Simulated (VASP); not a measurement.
# Be2Au (Fm-3m) in VASP: notebook

Be2Au is run at these levels: PBE; tasks: single point, relaxation of cell and atoms.

Program: VASP 6.6.1. These are calculated values, not measurements. Logs are shortened: lines on timing, memory, paths and dates and some standing lists are left out, and cuts for length are marked.

## 1. The cell of the first run

It takes space group Fm-3m (No. 225, cubic). The conventional cell has a = 5.475 Å, b = 5.475 Å, c = 5.475 Å, α = 90.00°, β = 90.00°, γ = 90.00°. Be (site symmetry -43m) has 4 Au at 2.37 Å and 6 Be at 2.74 Å within 3.1 Å. Au (site symmetry m-3m) has 8 Be at 2.37 Å within 3.1 Å.

The cell was built from a structure type or drawn by symmetry, and may not be a known phase.

## 2. Single point, PBE

INCAR

```
  ALGO = Normal
  EDIFF = 1E-7
  ENCUT = 520
  GGA = PE
  ISIF = 2
  ISMEAR = 0
  LASPH = T
  LCHARG = T
  LELF = T
  LREAL = F
  LVHAR = T
  LWAVE = F
  NBANDS = 14
  NELM = 100
  PREC = Accurate
  SIGMA = 0.1
```

KPOINTS

```
k-points
0
Gamma
  6 6 6
```

POSCAR

```
Be2Au
1.0
    0.0000000000      2.7372995831      2.7372995831
    2.7372995831      0.0000000000      2.7372995831
    2.7372995831      2.7372995831      0.0000000000
Be Au
2 1
Direct
    0.2500000000      0.2500000000      0.2500000000
    0.7500000000      0.7500000000      0.7500000000
    0.0000000000      0.0000000000      0.0000000000
```

Potentials or basis: VASP PAW PBE potentials, release 64 (Be, Au).

On the command line:

```bash
> cat potpaw_PBE.64/Be/POTCAR potpaw_PBE.64/Au/POTCAR > POTCAR
> mpirun -np 1 vasp_std > vasp.out
```

OUTCAR:

```text
EDIFF = 1E-7
   ENCUT = 520
   GGA = PE
   ISIF = 2
   ISMEAR = 0
   LASPH = T
   LREAL = F
   NELM = 100
   PREC = Accurate

 ion  position               nearest neighbor table
   1  0.250  0.250  0.250-   3 2.37   3 2.37   3 2.37   3 2.37
   2  0.750  0.750  0.750-   3 2.37   3 2.37   3 2.37   3 2.37
   3  0.000  0.000  0.000-   2 2.37   2 2.37   2 2.37   1 2.37   2 2.37   1 2.37   1 2.37   1 2.37

  LATTYP: Found a face centered cubic cell.
 ALAT       =     5.4745991662

  Lattice vectors:

 A1 = (   0.0000000000,   2.7372995831,   2.7372995831)
 A2 = (   2.7372995831,   0.0000000000,   2.7372995831)
 A3 = (   2.7372995831,   2.7372995831,   0.0000000000)

Analysis of symmetry for initial positions (statically):
=====================================================================
 Subroutine PRICEL returns:
 Original cell was already a primitive cell.

 Routine SETGRP: Setting up the symmetry group for a
 face centered cubic supercell.

 Subroutine GETGRP returns: Found 48 space group operations
 (whereof 48 operations were pure point group operations)
 out of a pool of 48 trial point group operations.

The static configuration has the point symmetry O_h .

Analysis of symmetry for dynamics (positions and initial velocities):
=====================================================================
 Subroutine PRICEL returns:
 Original cell was already a primitive cell.

 Routine SETGRP: Setting up the symmetry group for a
 face centered cubic supercell.

 Subroutine GETGRP returns: Found 48 space group operations
 (whereof 48 operations were pure point group operations)
 out of a pool of 48 trial point group operations.

The dynamic configuration has the point symmetry O_h .

 Subroutine INISYM returns: Found 48 space group operations
 (whereof 48 operations are pure point group operations),
 and found     1 'primitive' translations

----------------------------------------------------------------------------------------

                                     Primitive cell

  volume of cell :      41.0201

  direct lattice vectors                    reciprocal lattice vectors
     0.000000000  2.737299583  2.737299583    -0.182661775  0.182661775  0.182661775
     2.737299583  0.000000000  2.737299583     0.182661775 -0.182661775  0.182661775
     2.737299583  2.737299583  0.000000000     0.182661775  0.182661775 -0.182661775

  length of vectors
     3.871126195  3.871126195  3.871126195     0.316379475  0.316379475  0.316379475

  position of ions in fractional coordinates (direct lattice)
     0.250000000  0.250000000  0.250000000
     0.750000000  0.750000000  0.750000000
     0.000000000  0.000000000  0.000000000

  ion indices of the primitive-cell ions
   primitive index   ion index
                 1           1
                 2           2
                 3           3

----------------------------------------------------------------------------------------

 KPOINTS: k-points

Automatic generation of k-mesh.
 Grid dimensions read from file:
 generate k-points for:    6    6    6

 Generating k-lattice:

  Cartesian coordinates                     Fractional coordinates (reciprocal lattice)
    -0.030443629  0.030443629  0.030443629     0.166666667  0.000000000  0.000000000
     0.030443629 -0.030443629  0.030443629     0.000000000  0.166666667  0.000000000
     0.030443629  0.030443629 -0.030443629     0.000000000  0.000000000  0.166666667

  Length of vectors
     0.052729912  0.052729912  0.052729912

  Shift w.r.t. Gamma in fractional coordinates (k-lattice)
     0.000000000  0.000000000  0.000000000

 Subroutine IBZKPT returns following result:
 ===========================================

 Found     16 irreducible k-points:

 Following reciprocal coordinates:
            Coordinates               Weight
  0.000000  0.000000  0.000000      1.000000
  0.166667  0.000000  0.000000      8.000000
  0.333333  0.000000  0.000000      8.000000
  0.500000  0.000000  0.000000      4.000000
  0.166667  0.166667  0.000000      6.000000
  0.333333  0.166667  0.000000     24.000000
[... 8 lines left out ...]
 -0.333333  0.333333  0.166667     24.000000
 -0.333333  0.500000  0.166667     12.000000
   k-points           NKPTS =     16   k-points in BZ     NKDIM =     16   number of bands    NBANDS=     14
   number of dos      NEDOS =    301   number of ions     NIONS =      3
   total plane-waves  NPLWV =  27000
   dimension x,y,z NGX =    30 NGY =   30 NGZ =   30
   dimension x,y,z NGXF=    60 NGYF=   60 NGZF=   60
   ions per type =               2   1
   NGX,Y,Z   is equivalent  to a cutoff of  12.88, 12.88, 12.88 a.u.
   NGXF,Y,Z  is equivalent  to a cutoff of  25.77, 25.77, 25.77 a.u.
 SYSTEM =  unknown system
   PREC   = accura    normal or accurate (medium, high low for compatibility)
   ISTART =      0    job   : 0-new  1-cont  2-samecut
   ICHARG =      2    charge: 1-file 2-atom 10-const
   ISPIN  =      1    spin polarized calculation?
   LNONCOLLINEAR =      F non collinear calculations
   LSORBIT =      F    spin-orbit coupling
   LASPH  =      T    aspherical Exc in radial PAW
   ENCUT  =  520.0 eV  38.22 Ry    6.18 a.u.   7.20  7.20  7.20*2*pi/ulx,y,z
   NELM   =    100;   NELMIN=  2; NELMDL= -5     # of ELM steps
   EDIFF  = 0.1E-06   stopping-criterion for ELM
   LREAL  =      F    real-space projection
   EDIFFG = 0.1E-05   stopping-criterion for IOM
   NSW    =      0    number of steps for IOM
   IBRION =     -1    ionic relax: 0-MD 1-quasi-New 2-CG
   NFREE  =      0    steps in history (QN), initial steepest desc. (CG)
   ISIF   =      2    stress and relaxation
   ISYM   =      2    0-nonsym 1-usesym 2-fastsym
   POTIM  = 0.5000    time-step for ionic-motion
   TEBEG  =    0.0;   TEEND  =   0.0 temperature during run
   PSTRESS=    0.0 pullay stress
   NELECT =      15.0000    total number of electrons
   NUPDOWN=      -1.0000    fix difference up-down
   EMIN   =  10.00;   EMAX   =-10.00  energy-range for DOS
   EFERMI =   0.00;   METHOD = LEGACY
   ISMEAR =     0;   SIGMA  =   0.10  broadening in eV -4-tet -1-fermi 0-gaus
   EFERMI_NEDOS =   21; number of points for ismear=-14 and -15
   IALGO  =     38    algorithm
   IMIX   =      4    mixing-type and parameters
     AMIX     =   0.40;   BMIX     =  1.00
     AMIX_MAG =   1.60;   BMIX_MAG =  1.00
  volume/ion in A,a.u.               =      13.67        92.27
  Fermi-wavevector in a.u.,A,eV,Ry     =   1.170684  2.212271 18.646790  1.370500
  Thomas-Fermi vector in A             =   2.307139
   LORBIT       =      0    0 simple, 1 ext, 2 COOP (PROOUT), +10 PAW based schemes
   GGA     = PE    functional components
   LHFCALC =     F    Hartree Fock is set to
   AEXX    =    0.0000 exact exchange contribution
   IVDW    =     0    specifies the selected vdW correction
   LEPSILON=     F    determine dielectric tensor
   LRPA    =     F    only Hartree local field effects (RPA)
 non-spin polarized calculation
 Gauss-broadening in eV      SIGMA  =   0.10
  energy-cutoff  :      520.00
  volume of cell :       41.02
 maximum number of plane-waves:      1125
 NGX is ok and might be reduce to    30
   NGX = 15   NGY = 15   NGZ = 15

 number of electron      15.0000000 magnetization

 Free energy of the ion-electron system (eV)
  ---------------------------------------------------
  ext. energy  EPLUGINS =         0.00000000
  ---------------------------------------------------
  free energy    TOTEN  =       -10.46890326 eV

  energy without entropy =      -10.46565684  energy(sigma->0) =      -10.46728005

 E-fermi :   5.9770     XC(G=0): -10.5510

 val. band max:        5.8955808255   @ k =   0.5000   0.3333   0.0000
 cond. band min:       6.3197839503   @ k =  -0.3333   0.3333   0.1667
 fundamental gap:      0.4242031248
 Fermi energy:         5.9770423679

 k-point     1 :       0.0000    0.0000    0.0000
  band No.  band energies     occupation
      1      -3.3147      2.00000
      2      -0.2695      2.00000
      3      -0.2695      2.00000
      4      -0.2695      2.00000
      5       1.0581      2.00000
      6       1.0581      2.00000
      7      12.1054      0.00000
      8      12.1054      0.00000
      9      12.1054      0.00000
     10      12.4599      0.00000
     11      12.4599      0.00000
     12      12.4599      0.00000
     13      12.5069      0.00000
     14      13.6619      0.00000

 k-point     2 :       0.1667    0.0000    0.0000
  band No.  band energies     occupation
      1      -2.9185      2.00000
      2      -0.2731      2.00000
      3      -0.1444      2.00000
      4      -0.1444      2.00000
      5       1.0287      2.00000
      6       1.0287      2.00000
      7       8.3235      0.00000
      8      10.5222      0.00000
      9      10.5222      0.00000
     10      12.6879      0.00000
     11      12.7269      0.00000
     12      12.7269      0.00000
     13      13.1567      0.00000
     14      14.9346      0.00000

 k-point     3 :       0.3333    0.0000    0.0000
  band No.  band energies     occupation
      1      -1.9490      2.00000
      2      -0.0245      2.00000
      3       0.0386      2.00000
      4       0.0386      2.00000
      5       1.0989      2.00000
      6       1.0989      2.00000
      7       4.5037      2.00000
      8       8.9469      0.00000
      9       8.9469      0.00000
     10      12.3999      0.00000
     11      12.4633      0.00000
     12      12.4633      0.00000
     13      13.9160      0.00000
     14      16.3375      0.00000

 k-point     4 :       0.5000    0.0000    0.0000
  band No.  band energies     occupation
      1      -1.4504      2.00000
      2       0.0762      2.00000
      3       0.0762      2.00000
      4       1.2283      2.00000
      5       1.2283      2.00000
      6       1.3537      2.00000
      7       1.7166      2.00000
      8       8.2743      0.00000
      9       8.2743      0.00000
     10      12.2496      0.00000
     11      12.3578      0.00000
     12      12.3578      0.00000
     13      14.2700      0.00000
     14      18.2444      0.00000

 k-point     5 :       0.1667    0.1667    0.0000
  band No.  band energies     occupation
      1      -2.7833      2.00000
      2      -0.3377      2.00000
      3      -0.0561      2.00000
      4      -0.0561      2.00000
      5       0.8722      2.00000
      6       1.1400      2.00000
      7       8.9688      0.00000
      8       8.9688      0.00000
      9       9.7841      0.00000
     10      11.7077      0.00000
     11      12.6105      0.00000
[... 140 lines left out ...]
 k-point    14 :       0.5000    0.3333    0.1667
  band No.  band energies     occupation
      1      -1.0476      2.00000
      2      -0.2984      2.00000
      3       0.1207      2.00000
      4       0.5407      2.00000
      5       1.0258      2.00000
      6       1.3419      2.00000
      7       4.3958      2.00000
      8       5.5970      2.00000
      9       7.1851      0.00000
     10      12.3307      0.00000
     11      12.9309      0.00000
     12      14.0504      0.00000
     13      14.7124      0.00000
     14      16.1624      0.00000

 k-point    15 :      -0.3333    0.3333    0.1667
  band No.  band energies     occupation
      1      -0.5546      2.00000
      2      -0.0397      2.00000
      3       0.2305      2.00000
      4       0.6613      2.00000
      5       0.8974      2.00000
      6       1.6714      2.00000
      7       3.1840      2.00000
      8       5.1596      2.00000
      9       6.3198      0.00000
     10      12.4630      0.00000
     11      13.0735      0.00000
     12      15.0128      0.00000
     13      15.4136      0.00000
     14      16.3594      0.00000

 k-point    16 :      -0.3333    0.5000    0.1667
  band No.  band energies     occupation
      1      -0.3244      2.00000
      2      -0.2697      2.00000
      3       0.2970      2.00000
      4       0.9309      2.00000
      5       0.9496      2.00000
      6       2.0367      2.00000
      7       3.2774      2.00000
      8       4.6003      2.00000
      9       5.3261      2.00000
     10      12.2924      0.00000
     11      13.3022      0.00000
     12      14.3997      0.00000
     13      15.6823      0.00000
     14      17.4104      0.00000

------------------------ aborting loop because EDIFF is reached ----------------------------------------

  FORCE on cell =-STRESS in cart. coord.  units (eV):
  Direction    XX          YY          ZZ          XY          YZ          ZX
  --------------------------------------------------------------------------------------
  -------------------------------------------------------------------------------------
  Total        0.0319537      0.0319537      0.0319537     -0.0000000     -0.0000000     -0.0000000
  in kB        1.2480596      1.2480596      1.2480596     -0.0000000     -0.0000000     -0.0000000
  external PRESSURE =       1.2480596 kB  Pullay stress =       0.0000000 kB

 VOLUME and BASIS-vectors are now :
 -----------------------------------------------------------------------------
  energy-cutoff  :      520.00
  volume of cell :       41.02
      direct lattice vectors                 reciprocal lattice vectors
     0.000000000  2.737299583  2.737299583    -0.182661775  0.182661775  0.182661775
     2.737299583  0.000000000  2.737299583     0.182661775 -0.182661775  0.182661775
     2.737299583  2.737299583  0.000000000     0.182661775  0.182661775 -0.182661775

 POSITION                                       TOTAL-FORCE (eV/Angst)
 -----------------------------------------------------------------------------------
      1.36865      1.36865      1.36865         0.000000      0.000000      0.000000
      4.10595      4.10595      4.10595        -0.000000     -0.000000     -0.000000
      0.00000      0.00000      0.00000        -0.000000      0.000000     -0.000000
 -----------------------------------------------------------------------------------
    total drift:                                0.000000     -0.000000     -0.000000

  FREE ENERGIE OF THE ION-ELECTRON SYSTEM (eV)
  ---------------------------------------------------
  free  energy   TOTEN  =       -10.4689032590 eV

  energy  without entropy=      -10.4656568367  energy(sigma->0) =      -10.46728005
```

It took 23 s on 1 thread of Intel Xeon 8259CL, shared host; peak memory 0.17 GiB.

What came out:

| Quantity | Value |
| --- | --- |
| Free energy | -10.4689 eV |
| Pressure | 0.1 GPa |
| Band gap on the k mesh | zero (an odd number of electrons rules out a gap without spin polarisation) |

Levels at points of the mesh, in eV from the Fermi level:
```csv
k point,band 4,band 5,band 6,band 7,band 8,band 9,band 10,band 11
"(0.00, 0.00, 0.00)",-6.25,-4.92,-4.92,6.13,6.13,6.13,6.48,6.48
"(0.50, 0.00, 0.00)",-4.75,-4.75,-4.62,-4.26,2.30,2.30,6.27,6.38
"(0.50, 0.50, 0.00)",-5.03,-4.58,-3.68,-3.55,-0.80,-0.80,5.56,5.59
```

Caveat: spin-orbit coupling is left out, which moves the levels of the heavy elements.

## 3. Relaxation of cell and atoms, PBE

This run uses another cell than the first one, of 10.46 Å³/atom.

INCAR

```
SYSTEM = Be2Au
PREC = Accurate
ENCUT = 600
EDIFF = 1E-6
ISMEAR = 0
SIGMA = 0.1
LREAL = .FALSE.
LASPH = .TRUE.
NELM = 80
ALGO = Fast
ISIF = 3
LWAVE = .FALSE.
LCHARG = .FALSE.
GGA = PE
IBRION = 2
NSW = 90
EDIFFG = -0.04
```

KPOINTS

```
regular mesh
0
G
  6 6 6
  0 0 0
```

POSCAR

```
Be2Au
1.0
    0.0000000000      2.5037959100      2.5037959100
    2.5037959100      0.0000000000      2.5037959100
    2.5037959100      2.5037959100      0.0000000000
Be Au
2 1
Direct
    0.2500000000      0.2500000000      0.2500000000
    0.7500000000      0.7500000000      0.7500000000
    0.0000000000      0.0000000000      0.0000000000
```

Potentials or basis: VASP PAW PBE potentials, release 64 (Be, Au).

On the command line:

```bash
> cat potpaw_PBE.64/Be/POTCAR potpaw_PBE.64/Au/POTCAR > POTCAR
> mpirun -np 1 vasp_std > vasp.out
```

It took 49 s on 1 thread of Intel Xeon 8259CL, shared host; peak memory 0.16 GiB.

Results (log left out):

| Item | Value |
| --- | --- |
| Free energy | -10.4660 eV |
| Relaxed volume | 13.69 Å³/atom |
| Relaxed cell | a = 3.872 Å, b = 3.872 Å, c = 3.872 Å, α = 60.00°, β = 60.00°, γ = 60.00° |
| Space group after relaxing (to 0.1 Å) | Fm-3m (No. 225) |
| Energy gained by relaxing | 409.6 meV/atom |
| Ionic steps | 3 |
| Pressure after relaxing | 0.0 GPa |
| Band gap on the k mesh | zero (an odd number of electrons rules out a gap without spin polarisation) |

Step by step:
| step | energy change (eV) | largest force (eV/Å) | pressure (GPa) | volume (Å³) |
| --- | --- | --- | --- | --- |
| 1 | 0.0000 | 0.0000 | 51.40 | 31.39 |
| 2 | -0.8217 | 0.0000 | -13.58 | 49.25 |
| 3 | -1.2288 | 0.0000 | 0.03 | 41.06 |

Final structure:
```cif
data_structure
_symmetry_space_group_name_H-M 'P 1'
_symmetry_Int_Tables_number 1
_cell_length_a 3.8722
_cell_length_b 3.8722
_cell_length_c 3.8722
_cell_angle_alpha 60.000
_cell_angle_beta 60.000
_cell_angle_gamma 60.000
_cell_volume 41.06
loop_
_atom_site_label
_atom_site_type_symbol
_atom_site_fract_x
_atom_site_fract_y
_atom_site_fract_z
_atom_site_occupancy
Be1 Be 0.25000 0.25000 0.25000 1
Be2 Be 0.75000 0.75000 0.75000 1
Au1 Au 0.00000 0.00000 0.00000 1
```

Levels at points of the mesh, in eV from the Fermi level:
| k point | band 5 | band 6 | band 7 | band 8 | band 9 | band 10 |
| --- | --- | --- | --- | --- | --- | --- |
| (0.00, 0.00, 0.00) | -4.92 | -4.92 | 6.12 | 6.49 | 6.49 | 6.49 |
| (0.50, 0.00, 0.00) | -4.75 | -4.62 | -4.26 | 2.30 | 2.30 | 6.27 |
| (0.50, 0.50, 0.00) | -4.58 | -3.68 | -3.55 | -0.80 | -0.80 | 5.56 |

Caveat: the k points lie up to 0.33 Å⁻¹ apart in the final cell, too coarse for converged energies and pressures of a metal; the volume moved by over 15 % at a fixed basis, so the end points are rough; spin-orbit coupling is left out, which moves the levels of the heavy elements.
